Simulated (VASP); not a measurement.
# Si3N4 (P6_3/m) in VASP: single point with PBE

Aim: the single point of Si3N4 with PBE.

Program: VASP 6.6.1. These are calculated values, not measurements. Logs are shortened: lines on timing, memory, paths and dates and some standing lists are left out, and cuts for length are marked.

## Step 1: The cell of the first run

The structure is hexagonal, space group P6_3/m (No. 176). The conventional cell has a = 7.614 Å, b = 7.614 Å, c = 2.912 Å, α = 90.00°, β = 90.00°, γ = 120.00°. Within 2.3 Å of Si (site symmetry m) lie 4 N at 1.73 to 1.74 Å. Within 2.3 Å of N (site symmetry -6) lie 3 Si at 1.73 Å. N (site symmetry m) has 3 Si at 1.74 Å within 2.3 Å.

## Step 2: Single point, PBE

Input file INCAR:

```
SYSTEM = Si3N4
ALGO = Normal ; EDIFF = 1E-7
ENCUT = 520 ; GGA = PE
ISIF = 2 ; ISMEAR = -1
LASPH = .TRUE. ; LCHARG = .TRUE.
LELF = .TRUE. ; LREAL = .FALSE.
LVHAR = .TRUE. ; LWAVE = .FALSE.
NBANDS = 45 ; NELM = 80
PREC = Accurate ; SIGMA = 0.02
```

Input file KPOINTS:

```
k-points
0
G
  4 4 9
  0 0 0
```

Input file POSCAR:

```
Si3N4
1.0
    7.6140000000      0.0000000000      0.0000000000
   -3.8070000000      6.5939174244      0.0000000000
    0.0000000000      0.0000000000      2.9123000000
Si N
6 8
Direct
    0.1739651089      0.7678528854      0.2500000000
    0.4061122235      0.1739651089      0.7500000000
    0.2321471146      0.4061122235      0.2500000000
    0.8260348911      0.2321471146      0.7500000000
    0.5938877765      0.8260348911      0.2500000000
    0.7678528854      0.5938877765      0.7500000000
    0.3333333333      0.6666666667      0.2500000000
    0.6666666667      0.3333333333      0.7500000000
    0.3297582753      0.0299119762      0.2500000000
    0.2998462991      0.3297582753      0.7500000000
    0.9700880238      0.2998462991      0.2500000000
    0.6702417247      0.9700880238      0.7500000000
    0.7001537009      0.6702417247      0.2500000000
    0.0299119762      0.7001537009      0.7500000000
```

Potentials or basis: VASP PAW PBE potentials, release 64 (Si, N).

The run is started by

```console
$ cat potpaw_PBE.64/Si/POTCAR potpaw_PBE.64/N/POTCAR > POTCAR
$ mpirun -np 1 vasp_std > vasp.out
```

OUTCAR:

```text
SYSTEM = Si3N4
   EDIFF = 1E-7
   ENCUT = 520
   GGA = PE
   ISIF = 2
   ISMEAR = -1
   LASPH = .TRUE.
   LREAL = .FALSE.
   NELM = 80
   PREC = Accurate

 ion  position               nearest neighbor table
   1  0.174  0.768  0.250-   7 1.73   9 1.74  14 1.74  14 1.74   3 3.00   5 3.00   2 3.06   2 3.06
                             6 3.06   6 3.06
   2  0.406  0.174  0.750-   8 1.73  10 1.74   9 1.74   9 1.74   6 3.00   4 3.00   1 3.06   1 3.06
                             3 3.06   3 3.06
   3  0.232  0.406  0.250-   7 1.73  11 1.74  10 1.74  10 1.74   5 3.00   1 3.00   2 3.06   2 3.06
                             4 3.06   4 3.06
   4  0.826  0.232  0.750-   8 1.73  12 1.74  11 1.74  11 1.74   6 3.00   2 3.00   5 3.06   5 3.06
                             3 3.06   3 3.06
   5  0.594  0.826  0.250-   7 1.73  13 1.74  12 1.74  12 1.74   3 3.00   1 3.00   4 3.06   4 3.06
                             6 3.06   6 3.06
   6  0.768  0.594  0.750-   8 1.73  14 1.74  13 1.74  13 1.74   2 3.00   4 3.00   5 3.06   5 3.06
                             1 3.06   1 3.06
   7  0.333  0.667  0.250-   1 1.73   5 1.73   3 1.73
   8  0.667  0.333  0.750-   4 1.73   2 1.73   6 1.73
   9  0.330  0.030  0.250-   1 1.74   2 1.74   2 1.74
  10  0.300  0.330  0.750-   2 1.74   3 1.74   3 1.74
  11  0.970  0.300  0.250-   3 1.74   4 1.74   4 1.74
  12  0.670  0.970  0.750-   4 1.74   5 1.74   5 1.74
  13  0.700  0.670  0.250-   5 1.74   6 1.74   6 1.74
  14  0.030  0.700  0.750-   6 1.74   1 1.74   1 1.74

  LATTYP: Found a hexagonal cell.
 ALAT       =     7.6140000000
 C/A-ratio  =     0.3824927765

  Lattice vectors:

 A1 = (   7.6140000000,   0.0000000000,   0.0000000000)
 A2 = (  -3.8070000000,   6.5939174244,   0.0000000000)
 A3 = (   0.0000000000,   0.0000000000,   2.9123000000)

Analysis of symmetry for initial positions (statically):
=====================================================================
 Subroutine PRICEL returns:
 Original cell was already a primitive cell.

 Routine SETGRP: Setting up the symmetry group for a
 hexagonal supercell.

 Subroutine GETGRP returns: Found 12 space group operations
 (whereof  6 operations were pure point group operations)
 out of a pool of 24 trial point group operations.

The static configuration has the point symmetry S_6 .
 The point group associated with its full space group is C_6h.

Analysis of symmetry for dynamics (positions and initial velocities):
=====================================================================
 Subroutine PRICEL returns:
 Original cell was already a primitive cell.

[... 143 lines left out ...]
   EFERMI_NEDOS =   21; number of points for ismear=-14 and -15
   IALGO  =     38    algorithm
   IMIX   =      4    mixing-type and parameters
     AMIX     =   0.40;   BMIX     =  1.00
     AMIX_MAG =   1.60;   BMIX_MAG =  1.00
  volume/ion in A,a.u.               =      10.44        70.48
  Fermi-wavevector in a.u.,A,eV,Ry     =   1.242999  2.348927 21.021622  1.545046
  Thomas-Fermi vector in A             =   2.377329
   LORBIT       =      0    0 simple, 1 ext, 2 COOP (PROOUT), +10 PAW based schemes
   GGA     = PE    functional components
   LHFCALC =     F    Hartree Fock is set to
   AEXX    =    0.0000 exact exchange contribution
   IVDW    =     0    specifies the selected vdW correction
   LEPSILON=     F    determine dielectric tensor
   LRPA    =     F    only Hartree local field effects (RPA)
 non-spin polarized calculation
  energy-cutoff  :      520.00
  volume of cell :      146.22
 maximum number of plane-waves:      3971
 NGX is ok and might be reduce to    60
   NGX = 29   NGY = 29   NGZ = 11

 number of electron      63.9999992 magnetization

 Free energy of the ion-electron system (eV)
  ---------------------------------------------------
  ext. energy  EPLUGINS =         0.00000000
  ---------------------------------------------------
  free energy    TOTEN  =      -114.51205841 eV

  energy without entropy =     -114.51205841  energy(sigma->0) =     -114.51205841

 E-fermi :   7.1625     XC(G=0): -10.7887

 val. band max:        6.7004565158   @ k =   0.0000   0.0000   0.2222
 cond. band min:      11.0170962301   @ k =   0.0000   0.0000   0.0000
 fundamental gap:      4.3166397143
 Fermi energy:         7.1624509042

 k-point     1 :       0.0000    0.0000    0.0000
  band No.  band energies     occupation
      1     -11.4690      2.00000
      2     -10.0132      2.00000
      3     -10.0132      2.00000
      4      -9.3735      2.00000
      5      -9.2428      2.00000
      6      -9.2428      2.00000
[... 929 lines left out ...]
     43      14.3492      0.00000
     44      14.4762      0.00000
 [bands above 44 left out]

------------------------ aborting loop because EDIFF is reached ----------------------------------------

  FORCE on cell =-STRESS in cart. coord.  units (eV):
  Direction    XX          YY          ZZ          XY          YZ          ZX
  --------------------------------------------------------------------------------------
  -------------------------------------------------------------------------------------
  Total        3.7976317      3.7976317      3.3845016      0.0000001      0.0000000      0.0000000
  in kB       41.6131836     41.6131836     37.0862413      0.0000006      0.0000000      0.0000000
  external PRESSURE =      40.1042028 kB  Pullay stress =       0.0000000 kB

 VOLUME and BASIS-vectors are now :
 -----------------------------------------------------------------------------
  energy-cutoff  :      520.00
  volume of cell :      146.22
      direct lattice vectors                 reciprocal lattice vectors
     7.614000000  0.000000000  0.000000000     0.131337011  0.075827459  0.000000000
    -3.807000000  6.593917424  0.000000000     0.000000000  0.151654917  0.000000000
     0.000000000  0.000000000  2.912300000     0.000000000  0.000000000  0.343371219

 POSITION                                       TOTAL-FORCE (eV/Angst)
 -----------------------------------------------------------------------------------
     -1.59865      5.06316      0.72808         0.001052      0.003498      0.000000
      2.42985      1.14711      2.18423        -0.002504      0.002660     -0.000000
      0.22150      2.67787      0.72808        -0.003555     -0.000838      0.000000
      5.40565      1.53076      2.18423        -0.001052     -0.003498     -0.000000
      1.37715      5.44681      0.72808         0.002504     -0.002660      0.000000
      3.58550      3.91605      2.18423         0.003555      0.000838     -0.000000
     -0.00000      4.39594      0.72808         0.000000     -0.000000     -0.000000
      3.80700      2.19797      2.18423         0.000000     -0.000000      0.000000
      2.39690      0.19724      0.72808        -0.001607     -0.001620      0.000000
      1.02764      2.17440      2.18423         0.000600     -0.002202     -0.000000
      6.24474      1.97716      0.72808         0.002207     -0.000582      0.000000
      1.41010      6.39668      2.18423         0.001607      0.001620      0.000000
      2.77936      4.41952      0.72808        -0.000600      0.002202     -0.000000
     -2.43774      4.61676      2.18423        -0.002207      0.000582      0.000000
 -----------------------------------------------------------------------------------
    total drift:                                0.000000     -0.000000      0.000000

  FREE ENERGIE OF THE ION-ELECTRON SYSTEM (eV)
  ---------------------------------------------------
  free  energy   TOTEN  =      -114.5120584121 eV

  energy  without entropy=     -114.5120584121  energy(sigma->0) =     -114.51205841
```

Wall time 3.9 min (1 thread of Intel Xeon 8259CL, shared host); peak memory 0.32 GiB.

Results:

* Free energy: -114.5121 eV
* Pressure: 4.0 GPa
* Largest force: 0.004 eV/Å
* Band gap on the k mesh: 4.32 eV (least direct gap 4.50 eV)

Forces in eV/Å, atoms in the order of the input:
```
Si   0.001  0.003  0.000
Si  -0.003  0.003  0.000
Si  -0.004 -0.001  0.000
Si  -0.001 -0.003  0.000
Si   0.003 -0.003  0.000
Si   0.004  0.001  0.000
N    0.000  0.000  0.000
N    0.000  0.000  0.000
N   -0.002 -0.002  0.000
N    0.001 -0.002  0.000
N    0.002 -0.001  0.000
N    0.002  0.002  0.000
N   -0.001  0.002  0.000
N   -0.002  0.001  0.000
```

Caveat: the cell stands under pressure; an odd mesh through Γ misses points on the zone boundary, where band edges can lie.
